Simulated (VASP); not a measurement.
A run of VASP 6.6.1 is set up as follows.

File INCAR:

```
  ALGO = Normal
  EDIFF = 1E-7
  EDIFFG = -0.002
  ENCUT = 600
  GGA = PS
  IBRION = 2
  ISIF = 3
  ISMEAR = -1
  LASPH = True
  LCHARG = False
  LREAL = False
  LWAVE = False
  NELM = 100
  NSW = 100
  PREC = Accurate
  PSTRESS = 150.0
  SIGMA = 0.08
```

KPOINTS

```
k-points
0
Gamma
  16 16 10
```

The input POSCAR:

```
Pb
1.0
    3.4575336209      0.0000000000      0.0000000000
   -1.7287668104      2.9943119501      0.0000000000
    0.0000000000      0.0000000000      5.7712528970
Pb
2
Direct
    0.3333333333      0.6666666667      0.2500000000
    0.6666666667      0.3333333333      0.7500000000
```

Potentials or basis: VASP PAW PBE potentials, release 64 (Pb_d).

The run is started by

```sh
$ cat potpaw_PBE.64/Pb_d/POTCAR > POTCAR
$ mpirun -np 1 vasp_std > vasp.out
```

Predict the relaxed cell.

a = 3.241 Å, b = 3.241 Å, c = 5.398 Å, α = 90.00°, β = 90.00°, γ = 120.00°.

Predict the band gap on the k mesh.

zero (bands 14 and 15 overlap by 9.34 eV).

Final structure:
```
Pb
1.0
     3.24111    0.00000    0.00000
    -1.62055    2.80688    0.00000
     0.00000    0.00000    5.39792
Pb
2
Cartesian
  0.0000 1.8713 1.3495
  1.6206 0.9356 4.0484
```

Caveat: the cell is relaxed towards a set pressure, so the run minimises the enthalpy, not the energy; spin-orbit coupling is left out, which moves the levels of the heavy elements.
